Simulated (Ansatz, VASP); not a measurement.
Given: the input of a run of Ansatz 0.2.0 on TiAl3.

The input input.yaml:

```yaml
crystal:
  lattice:
    - [-1.948588969, 1.948588969, 4.3646247916]
    - [1.948588969, -1.948588969, 4.3646247916]
    - [1.948588969, 1.948588969, -4.3646247916]
  atoms:
    - { symbol: Ti, position: [0.0, 0.0, 0.0] }
    - { symbol: Al, position: [0.25, 0.75, 0.5] }
    - { symbol: Al, position: [0.75, 0.25, 0.5] }
    - { symbol: Al, position: [0.5, 0.5, 0.0] }
hamiltonian:
  xc: r2scan
  pseudopotentials: { kind: paw }
kpoints:
  mp_grid: { grid: [10, 10, 10] }
scf:
  occupations: { method: fermi_dirac, width: 0.05 }
output:
  forces: true
  stress: true
  eigenvalues: true
```

Potentials or basis: Ansatz PAW.

Run with:

```bash
$ ansatz run input.yaml --threads 2 --pin off --max-ram 5632MiB --backend cpu --events-out ev --progress --plain --runs-dir out
```

Task: Set up the same calculation for VASP 6.6.1. Potentials there: VASP PAW PBE potentials, release 64 (Ti_sv, Al).

Result: As run (the cutoff follows the program's own potentials):

File POSCAR:

```
TiAl3
1.0
   -1.9485889690      1.9485889690      4.3646247916
    1.9485889690     -1.9485889690      4.3646247916
    1.9485889690      1.9485889690     -4.3646247916
Ti Al
1 3
Direct
    0.0000000000      0.0000000000      0.0000000000
    0.2500000000      0.7500000000      0.5000000000
    0.7500000000      0.2500000000      0.5000000000
    0.5000000000      0.5000000000      0.0000000000
```

INCAR.step1

```
PREC     = Accurate       # precision mode
ENCUT    = 520            # plane-wave cutoff, eV
ISMEAR   = -1             # smearing method
SIGMA    = 0.05           # smearing width, eV
LREAL    = False          # projectors in reciprocal space
LASPH    = True           # aspherical terms in the spheres
NELM     = 60             # most SCF steps
NBANDS   = 18             # bands
GGA      = PE             # functional
ALGO     = Normal         # electronic algorithm
EDIFF    = 1E-4           # SCF threshold, eV
LWAVE    = True           # write WAVECAR
LCHARG   = False          # write CHGCAR
```

INCAR.step2

```
PREC     = Accurate       # precision mode
ENCUT    = 520            # plane-wave cutoff, eV
EDIFF    = 1E-7           # SCF threshold, eV
ISMEAR   = -1             # smearing method
SIGMA    = 0.05           # smearing width, eV
LREAL    = False          # projectors in reciprocal space
LASPH    = True           # aspherical terms in the spheres
NELM     = 60             # most SCF steps
ALGO     = Normal         # electronic algorithm
ISIF     = 2              # what is computed and relaxed
LWAVE    = False          # write WAVECAR
LCHARG   = True           # write CHGCAR
METAGGA  = R2SCAN         # meta-GGA
LMIXTAU  = True         
LELF     = True           # ELF
LVHAR    = True         
NBANDS   = 18             # bands
ISTART   = 1
```

KPOINTS

```
regular mesh
0
Gamma
  10 10 10
```

Potentials or basis: VASP PAW PBE potentials, release 64 (Ti_sv, Al).

Run with:

```console
$ cat potpaw_PBE.64/Ti_sv/POTCAR potpaw_PBE.64/Al/POTCAR > POTCAR
$ cp INCAR.step1 INCAR
$ mpirun -np 1 vasp_std > vasp.out
$ cp INCAR.step2 INCAR
$ mpirun -np 1 vasp_std > vasp.out
```

Both were run:

|  | VASP | Ansatz | Ansatz less VASP |
| --- | --- | --- | --- |
| gap on the k mesh at the Fermi level (eV) | none | none | - |
| pressure (GPa) | -6.0 | -5.9 | +0.09 |

VASP's potentials were made for PBE, not for r2SCAN. A gap of «none» marks a metal or a gap that the smearing closes.
